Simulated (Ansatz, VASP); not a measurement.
## TaVN2: VASP beside Ansatz

```
Ta V N
1.0
     2.98761    0.00000    0.00000
     0.00000    2.98761    0.00000
     0.00000    0.00000    4.20836
Ta V N
1 1 2
Direct
  0.00000 0.00000 0.00000
  0.50000 0.50000 0.50000
  0.50000 0.50000 0.00000
  0.00000 0.00000 0.50000
```

Change from the starting cell: volume scaled by 0.94.

Alike in both runs: task single point; functional LDA; k mesh 9 × 9 × 6; occupations fermi-dirac, width 0.05 eV; collinear spin.

|  | VASP | Ansatz |
| --- | --- | --- |
| version | VASP 6.6.1 | Ansatz 0.2.0 |
| potentials or method | VASP PAW LDA potentials, release 64 (Ta_pv, V_sv, N), cutoff 600 eV | all-electron LAPW, scalar-relativistic |

```tsv
	VASP	Ansatz	Ansatz less VASP
gap on the k mesh at the Fermi level (eV)	none	none	-
pressure (GPa)	2.3	0.5	-1.88
traceless stress, the component that is largest in VASP (GPa)	-1.71	-1.73	-0.024
net moment per atom (μB)	0.00	0.00	-0.001
```

LDA's correlation is that of Perdew and Zunger in VASP and of Perdew and Wang (1992) in Ansatz. A gap of «none» marks a metal or a gap that the smearing closes. Ansatz ran all-electron here, and VASP with PAW potentials.

Spin-orbit coupling is off throughout.
